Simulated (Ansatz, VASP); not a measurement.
## Zr12H in VASP and in Ansatz

```
Zr H
1.0
     6.46000    0.00000    0.00000
    -4.84500    8.39179    0.00000
     0.00000    0.00000    5.14539
Zr H
12 1
Direct
  0.00449 0.00384 0.00270
  0.17223 0.22549 0.48051
  0.99824 0.33158 0.98911
  0.16281 0.55234 0.50413
  0.99904 0.66623 0.00345
  0.16576 0.89032 0.49877
  0.49674 0.00362 0.00998
  0.66682 0.22196 0.49146
  0.50293 0.33486 0.98487
  0.66866 0.55466 0.50436
  0.49469 0.66017 0.01879
  0.66501 0.88859 0.49663
  0.66248 0.88673 0.88638
```

Alike in both runs: functional PBE; k mesh 3 × 2 × 3; occupations gaussian, width 0.05 eV; no spin polarisation.

Ansatz relaxed the structure, and its values are those at the end. VASP's run is a single point on that final structure, the one shown.

|  | VASP | Ansatz |
| --- | --- | --- |
| version | VASP 6.6.1 | Ansatz 0.2.0 |
| potentials or method | VASP PAW PBE potentials, release 64 (Zr_sv, H), cutoff 520 eV | scalar-relativistic, plane waves, PAW |
| valence electrons in the cell | 145 | 145 |

|  | VASP | Ansatz | Ansatz less VASP |
| --- | --- | --- | --- |
| rms of the force components (eV/Å) | 0.012 | 0.012 | -0.0001 |

The k mesh is coarse, so the values compare programs but aren't converged.
